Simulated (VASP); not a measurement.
# Ir (P6_3/mmc) in VASP: a series of runs, part 2 of 3

VASP 6.6.1. The steps go on from the part before.

### Step 3. Single point, revPBE+D4

INCAR

```
SYSTEM = Ir
PREC     = Accurate       ! precision mode
ENCUT    = 520            ! plane-wave cutoff, eV
EDIFF    = 1E-6           ! SCF threshold, eV
ISMEAR   = -1             ! smearing method
SIGMA    = 0.05           ! smearing width, eV
LREAL    = .False.        ! projectors in reciprocal space
LASPH    = .True.         ! aspherical terms in the spheres
NELM     = 60             ! most SCF steps
ALGO     = Normal         ! electronic algorithm
ISIF     = 2              ! what is computed and relaxed
LWAVE    = .False.        ! write WAVECAR
LCHARG   = .False.        ! write CHGCAR
GGA      = RE             ! functional
IVDW     = 13             ! dispersion correction
NBANDS   = 16             ! bands
```

KPOINTS

```
regular mesh
0
Gamma
  11 11 6
  0 0 0
```

POSCAR

```
Ir
1.0
    2.7158107007      0.0000000000      0.0000000000
   -1.3579053503      2.3519610587      0.0000000000
    0.0000000000      0.0000000000      4.4041073828
Ir
2
Direct
    0.3333333333      0.6666666667      0.2500000000
    0.6666666667      0.3333333333      0.7500000000
```

Potentials or basis: VASP PAW PBE potentials, release 64 (Ir).

Run with:

```
$ cat potpaw_PBE.64/Ir/POTCAR > POTCAR
$ mpirun -np 1 vasp_std > vasp.out
```

OUTCAR:

```text
SYSTEM = Ir
   PREC = Accurate
   ENCUT = 520
   EDIFF = 1E-6
   ISMEAR = -1
   LREAL = .False.
   LASPH = .True.
   NELM = 60
   ISIF = 2
   GGA = RE
   IVDW = 13

 ion  position               nearest neighbor table
   1  0.333  0.667  0.250-   2 2.70   2 2.70   2 2.70   2 2.70   2 2.70   2 2.70
   2  0.667  0.333  0.750-   1 2.70   1 2.70   1 2.70   1 2.70   1 2.70   1 2.70

  LATTYP: Found a hexagonal cell.
 ALAT       =     2.7158107007
 C/A-ratio  =     1.6216547721

  Lattice vectors:

 A1 = (   2.7158107007,   0.0000000000,   0.0000000000)
 A2 = (  -1.3579053503,   2.3519610587,   0.0000000000)
 A3 = (   0.0000000000,   0.0000000000,   4.4041073828)

Analysis of symmetry for initial positions (statically):
=====================================================================
 Subroutine PRICEL returns:
 Original cell was already a primitive cell.

 Routine SETGRP: Setting up the symmetry group for a
 hexagonal supercell.

 Subroutine GETGRP returns: Found 24 space group operations
 (whereof 12 operations were pure point group operations)
 out of a pool of 24 trial point group operations.

The static configuration has the point symmetry D_3d.
 The point group associated with its full space group is D_6h.

Analysis of symmetry for dynamics (positions and initial velocities):
=====================================================================
 Subroutine PRICEL returns:
 Original cell was already a primitive cell.

 Routine SETGRP: Setting up the symmetry group for a
 hexagonal supercell.

 Subroutine GETGRP returns: Found 24 space group operations
 (whereof 12 operations were pure point group operations)
 out of a pool of 24 trial point group operations.

The dynamic configuration has the point symmetry D_3d.
 The point group associated with its full space group is D_6h.

 Subroutine INISYM returns: Found 24 space group operations
 (whereof 12 operations are pure point group operations),
 and found     1 'primitive' translations
[... 112 lines left out ...]
   IALGO  =     38    algorithm
   IMIX   =      4    mixing-type and parameters
     AMIX     =   0.40;   BMIX     =  1.00
     AMIX_MAG =   1.60;   BMIX_MAG =  1.00
  volume/ion in A,a.u.               =      14.07        94.92
  Fermi-wavevector in a.u.,A,eV,Ry     =   1.410706  2.665848 27.076835  1.990091
  Thomas-Fermi vector in A             =   2.532632
   LORBIT       =      0    0 simple, 1 ext, 2 COOP (PROOUT), +10 PAW based schemes
   GGA     = RE    functional components
   LHFCALC =     F    Hartree Fock is set to
   AEXX    =    0.0000 exact exchange contribution
   IVDW    =    13    specifies the selected vdW correction
   LEPSILON=     F    determine dielectric tensor
   LRPA    =     F    only Hartree local field effects (RPA)
 non-spin polarized calculation
  energy-cutoff  :      520.00
  volume of cell :       28.13
 maximum number of plane-waves:       772
   NGX = 11   NGY = 11   NGZ = 17

 number of electron      18.0000000 magnetization

 Free energy of the ion-electron system (eV)
  ---------------------------------------------------
  ext. energy  EPLUGINS =         0.00000000
  ---------------------------------------------------
  free energy    TOTEN  =       -16.41027363 eV

  energy without entropy =      -16.38599294  energy(sigma->0) =      -16.39813328

 E-fermi :  10.6658     XC(G=0): -13.9965

 val. band max:       10.6529081118   @ k =   0.3636   0.1818   0.1667
 cond. band min:      10.6708025391   @ k =   0.2727   0.0909   0.3333
 fundamental gap:      0.0178944273
 Fermi energy:        10.6657826113

 k-point     1 :       0.0000    0.0000    0.0000
  band No.  band energies     occupation
      1      -0.6065      2.00000
      2       2.4312      2.00000
      3       6.6904      2.00000
      4       6.7937      2.00000
      5       6.7937      2.00000
      6       7.4609      2.00000
[... 433 lines left out ...]
      3       5.2528      2.00000
      4       5.4869      2.00000
      5       6.4936      2.00000
      6       7.1285      2.00000
[... 8 lines left out ...]
     15      26.1462      0.00000
     16      27.3265      0.00000

 [... further k-points ...]

------------------------ aborting loop because EDIFF is reached ----------------------------------------

  DFT-D4 for vdW energy calculation

  Edisp (eV):   -2.98305

  FORCE on cell =-STRESS in cart. coord.  units (eV):
  Direction    XX          YY          ZZ          XY          YZ          ZX
  --------------------------------------------------------------------------------------
  -------------------------------------------------------------------------------------
  Total       0.09670     0.09670     0.10738     0.00000     0.00000     0.00000
  in kB       5.50734     5.50734     6.11569     0.00000     0.00000     0.00000
  external pressure =        5.71 kB  Pullay stress =        0.00 kB

 VOLUME and BASIS-vectors are now :
 -----------------------------------------------------------------------------
  energy-cutoff  :      520.00
  volume of cell :       28.13
      direct lattice vectors                 reciprocal lattice vectors
     2.715810701  0.000000000  0.000000000     0.368214176  0.212588554  0.000000000
    -1.357905350  2.351961059  0.000000000     0.000000000  0.425177108  0.000000000
     0.000000000  0.000000000  4.404107383     0.000000000  0.000000000  0.227060767

 POSITION                                       TOTAL-FORCE (eV/Angst)
 -----------------------------------------------------------------------------------
     -0.00000      1.56797      1.10103         0.000000      0.000000      0.000000
      1.35791      0.78399      3.30308        -0.000000     -0.000000      0.000000
 -----------------------------------------------------------------------------------
    total drift:                               -0.000000      0.000000     -0.000000

  FREE ENERGIE OF THE ION-ELECTRON SYSTEM (eV)
  ---------------------------------------------------
  free  energy   TOTEN  =       -19.3933223088 eV

  energy  without entropy=      -19.3690416204  energy(sigma->0) =      -19.38118196
```

OSZICAR:

```text
N       E                     dE             d eps       ncg     rms          rms(c)
DAV:   1     0.143561790264E+03    0.14356E+03   -0.84307E+03  2048   0.113E+03
DAV:   2    -0.136990725967E+02   -0.15726E+03   -0.14198E+03  2048   0.309E+02
DAV:   3    -0.173894319108E+02   -0.36904E+01   -0.36399E+01  2840   0.559E+01
DAV:   4    -0.174298276184E+02   -0.40396E-01   -0.40388E-01  2304   0.495E+00
DAV:   5    -0.174309790997E+02   -0.11515E-02   -0.11515E-02  2928   0.878E-01    0.223E+01
DAV:   6    -0.165953001208E+02    0.83568E+00   -0.99186E-01  2512   0.131E+01    0.957E+00
DAV:   7    -0.164218834744E+02    0.17342E+00   -0.36667E-01  2768   0.754E+00    0.205E+00
DAV:   8    -0.164120044868E+02    0.98790E-02   -0.72184E-03  2336   0.842E-01    0.598E-01
DAV:   9    -0.164102565031E+02    0.17480E-02   -0.30621E-03  2736   0.706E-01    0.173E-02
DAV:  10    -0.164102688445E+02   -0.12341E-04   -0.18985E-05  2696   0.357E-02    0.117E-02
DAV:  11    -0.164102736688E+02   -0.48242E-05   -0.20505E-06  2656   0.115E-02    0.118E-03
DAV:  12    -0.164102736259E+02    0.42824E-07   -0.95525E-08  1544   0.264E-03
   1 F= -.19393322E+02 E0= -.19381182E+02  d E =-.242807E-01
```

stdout:

```text
POSCAR found type information on POSCAR Ir
 POSCAR found :  1 types and       2 ions
 scaLAPACK will be used
 -----------------------------------------------------------------------------
|                                                                             |
|                                                                             |
|     You enforced a specific xc type in the INCAR file but a different       |
|     I HOPE YOU KNOW WHAT YOU ARE DOING!                                     |
|                                                                             |
 -----------------------------------------------------------------------------

 LDA part: xc-table for (Slater+PW92), standard interpolation
 POSCAR, INCAR and KPOINTS ok, starting setup
 FFT: planning ... GRIDC
 FFT: planning ... GRID_SOFT
 FFT: planning ... GRID
 WAVECAR not read
 entering main loop
```

Run time: 20 s. Hardware: 1 thread of Intel Xeon Platinum 8259CL at 2.50GHz (Skylake/Cascade Lake), shared host; peak memory 0.16 GiB.

Results:

```
Free energy                : -19.3933 eV
Pressure                   : 0.6 GPa
Band gap on the k mesh     : zero (band 9 reaches 11.66 eV, above the bottom of band 10 at 8.38 eV)
Dispersion energy per atom : -1.492 eV
```

Levels at points of the mesh, in eV from the Fermi level:
```tsv
k point	band 6	band 7	band 8	band 9	band 10	band 11	band 12	band 13
(0.00, 0.00, 0.00)	-3.20	-3.20	-2.40	-2.40	-0.82	0.29	0.29	7.18
(0.00, 0.00, 0.50)	-4.00	-4.00	-4.00	-0.47	-0.47	-0.47	-0.47	13.63
```

Caveat: the PAW data sets were made with another functional, which shifts forces and pressure a little; spin-orbit coupling is left out, which moves the levels of the heavy elements; pairwise dispersion overbinds metals, which lowers pressure and volume.

### Step 4. Single point, BLYP+D3(BJ)

This run uses another cell than the first one, of 14.46 Å³/atom, 1.029 times its volume.

INCAR

```
SYSTEM = Ir
  PREC = Accurate
  ENCUT = 520
  EDIFF = 1E-7
  ISMEAR = -1
  SIGMA = 0.05
  LREAL = .FALSE.
  LASPH = .TRUE.
  NELM = 100
  ALGO = Normal
  ISIF = 2
  LWAVE = .FALSE.
  LCHARG = .FALSE.
  GGA = B5
  ALDAX = 1.0
  AGGAX = 1.0
  AGGAC = 1.0
  ALDAC = 0.0
  IVDW = 12
  VDW_S6 = 1.0
  VDW_S8 = 2.6996
  VDW_A1 = 0.4298
  VDW_A2 = 4.2359
  NBANDS = 16
```

KPOINTS

```
Automatic mesh
0
G
  11 11 6
  0 0 0
```

POSCAR

```
Ir
1.0
    2.7406562163      0.0000000000      0.0000000000
   -1.3703281082      2.3734779064      0.0000000000
    0.0000000000      0.0000000000      4.4449414920
Ir
2
Direct
    0.3333333333      0.6666666667      0.2500000000
    0.6666666667      0.3333333333      0.7500000000
```

Potentials or basis: VASP PAW PBE potentials, release 64 (Ir).

Run with:

```
$ cat potpaw_PBE.64/Ir/POTCAR > POTCAR
$ mpirun -np 1 vasp_std > vasp.out
```

OUTCAR:

```text
SYSTEM = Ir
   PREC = Accurate
   ENCUT = 520
   EDIFF = 1E-7
   ISMEAR = -1
   LREAL = .FALSE.
   LASPH = .TRUE.
   NELM = 100
   ISIF = 2
   GGA = B5
   IVDW = 12
 IVDW          = 12

 ion  position               nearest neighbor table
   1  0.333  0.667  0.250-   2 2.73   2 2.73   2 2.73   2 2.73   2 2.73   2 2.73
   2  0.667  0.333  0.750-   1 2.73   1 2.73   1 2.73   1 2.73   1 2.73   1 2.73

  LATTYP: Found a hexagonal cell.
 ALAT       =     2.7406562163
 C/A-ratio  =     1.6218529948

  Lattice vectors:

 A1 = (   2.7406562163,   0.0000000000,   0.0000000000)
 A2 = (  -1.3703281082,   2.3734779064,   0.0000000000)
 A3 = (   0.0000000000,   0.0000000000,   4.4449414920)

Analysis of symmetry for initial positions (statically):
=====================================================================
 Subroutine PRICEL returns:
 Original cell was already a primitive cell.

 Routine SETGRP: Setting up the symmetry group for a
 hexagonal supercell.

 Subroutine GETGRP returns: Found 24 space group operations
 (whereof 12 operations were pure point group operations)
 out of a pool of 24 trial point group operations.

The static configuration has the point symmetry D_3d.
 The point group associated with its full space group is D_6h.

Analysis of symmetry for dynamics (positions and initial velocities):
=====================================================================
 Subroutine PRICEL returns:
 Original cell was already a primitive cell.

 Routine SETGRP: Setting up the symmetry group for a
 hexagonal supercell.

 Subroutine GETGRP returns: Found 24 space group operations
 (whereof 12 operations were pure point group operations)
 out of a pool of 24 trial point group operations.

The dynamic configuration has the point symmetry D_3d.
 The point group associated with its full space group is D_6h.

 Subroutine INISYM returns: Found 24 space group operations
 (whereof 12 operations are pure point group operations),
 and found     1 'primitive' translations
[... 112 lines left out ...]
   IALGO  =     38    algorithm
   IMIX   =      4    mixing-type and parameters
     AMIX     =   0.40;   BMIX     =  1.00
     AMIX_MAG =   1.60;   BMIX_MAG =  1.00
  volume/ion in A,a.u.               =      14.46        97.56
  Fermi-wavevector in a.u.,A,eV,Ry     =   1.397860  2.641573 26.585962  1.954013
  Thomas-Fermi vector in A             =   2.521075
   LORBIT       =      0    0 simple, 1 ext, 2 COOP (PROOUT), +10 PAW based schemes
   GGA     = B5    functional components
   LHFCALC =     F    Hartree Fock is set to
   AEXX    =    0.0000 exact exchange contribution
   IVDW    =    12    specifies the selected vdW correction
   LEPSILON=     F    determine dielectric tensor
   LRPA    =     F    only Hartree local field effects (RPA)
 non-spin polarized calculation
  energy-cutoff  :      520.00
  volume of cell :       28.91
 maximum number of plane-waves:       789
   NGX = 11   NGY = 11   NGZ = 17

 number of electron      18.0000000 magnetization

 Free energy of the ion-electron system (eV)
  ---------------------------------------------------
  ext. energy  EPLUGINS =         0.00000000
  ---------------------------------------------------
  free energy    TOTEN  =       -14.61180483 eV

  energy without entropy =      -14.58495322  energy(sigma->0) =      -14.59837902

 E-fermi :  10.7342     XC(G=0): -13.1471

 val. band max:       10.7238399136   @ k =   0.3636   0.0000   0.0000
 cond. band min:      10.7435366084   @ k =   0.2727   0.0909   0.3333
 fundamental gap:      0.0196966947
 Fermi energy:        10.7342382759

 k-point     1 :       0.0000    0.0000    0.0000
  band No.  band energies     occupation
      1      -0.0628      2.00000
      2       2.8520      2.00000
      3       6.8984      2.00000
      4       7.0092      2.00000
      5       7.0092      2.00000
      6       7.6376      2.00000
[... 433 lines left out ...]
      3       5.6123      2.00000
      4       5.8060      2.00000
      5       6.7306      2.00000
      6       7.3478      2.00000
[... 8 lines left out ...]
     15      26.1707      0.00000
     16      27.6390      0.00000

 [... further k-points ...]

------------------------ aborting loop because EDIFF is reached ----------------------------------------

 Edisp (eV)   -3.37373

 E8    (eV) :    -2.5553

  FORCE on cell =-STRESS in cart. coord.  units (eV):
  Direction    XX          YY          ZZ          XY          YZ          ZX
  --------------------------------------------------------------------------------------
  -------------------------------------------------------------------------------------
  Total       0.54568     0.54568     0.56841    -0.00000    -0.00000     0.00000
  in kB      30.23742    30.23742    31.49694    -0.00000    -0.00000     0.00000
  external pressure =       30.66 kB  Pullay stress =        0.00 kB

 VOLUME and BASIS-vectors are now :
 -----------------------------------------------------------------------------
  energy-cutoff  :      520.00
  volume of cell :       28.91
      direct lattice vectors                 reciprocal lattice vectors
     2.740656216  0.000000000  0.000000000     0.364876118  0.210661325  0.000000000
    -1.370328108  2.373477906  0.000000000     0.000000000  0.421322649  0.000000000
     0.000000000  0.000000000  4.444941492     0.000000000  0.000000000  0.224974840

 POSITION                                       TOTAL-FORCE (eV/Angst)
 -----------------------------------------------------------------------------------
     -0.00000      1.58232      1.11124        -0.000000      0.000000      0.000000
      1.37033      0.79116      3.33371         0.000000     -0.000000      0.000000
 -----------------------------------------------------------------------------------
    total drift:                               -0.000000      0.000000     -0.000000

  FREE ENERGIE OF THE ION-ELECTRON SYSTEM (eV)
  ---------------------------------------------------
  free  energy   TOTEN  =       -17.9855359181 eV

  energy  without entropy=      -17.9586843079  energy(sigma->0) =      -17.97211011
```

OSZICAR:

```text
N       E                     dE             d eps       ncg     rms          rms(c)
DAV:   1     0.147233896642E+03    0.14723E+03   -0.84877E+03  2048   0.113E+03
DAV:   2    -0.117854761565E+02   -0.15902E+03   -0.14385E+03  2048   0.309E+02
DAV:   3    -0.155723297808E+02   -0.37869E+01   -0.37218E+01  2816   0.563E+01
DAV:   4    -0.156160979287E+02   -0.43768E-01   -0.43745E-01  2352   0.516E+00
DAV:   5    -0.156173644993E+02   -0.12666E-02   -0.12665E-02  2896   0.913E-01    0.210E+01
DAV:   6    -0.147701169125E+02    0.84725E+00   -0.10686E+00  2512   0.134E+01    0.840E+00
DAV:   7    -0.146225049229E+02    0.14761E+00   -0.31215E-01  2752   0.683E+00    0.191E+00
DAV:   8    -0.146212391402E+02    0.12658E-02   -0.41377E-03  2368   0.494E-01    0.176E+00
DAV:   9    -0.146118582376E+02    0.93809E-02   -0.66022E-03  2480   0.984E-01    0.997E-02
DAV:  10    -0.146117717566E+02    0.86481E-04   -0.24403E-04  2872   0.184E-01    0.698E-02
DAV:  11    -0.146118045039E+02   -0.32747E-04   -0.39833E-05  2352   0.584E-02    0.404E-03
DAV:  12    -0.146118049232E+02   -0.41927E-06   -0.19476E-06  2952   0.140E-02    0.822E-03
DAV:  13    -0.146118048293E+02    0.93887E-07   -0.25097E-07  2144   0.564E-03
   1 F= -.17985536E+02 E0= -.17972110E+02  d E =-.268516E-01
```

It took 32 s on 1 thread of Intel Xeon Platinum 8259CL at 2.50GHz (Skylake/Cascade Lake), shared host; peak memory 0.16 GiB.

Results:

```yaml
Free_energy: -17.9855 eV
Pressure: 3.1 GPa
Band_gap_on_the_k_mesh: zero (band 9 reaches 11.66 eV, above the bottom of band 10 at 8.59 eV)
Dispersion_energy_per_atom: -1.687 eV
```

Caveat: the PAW data sets were made with another functional, which shifts forces and pressure a little; spin-orbit coupling is left out, which moves the levels of the heavy elements; pairwise dispersion overbinds metals, which lowers pressure and volume.

[end of part 2 of 3]
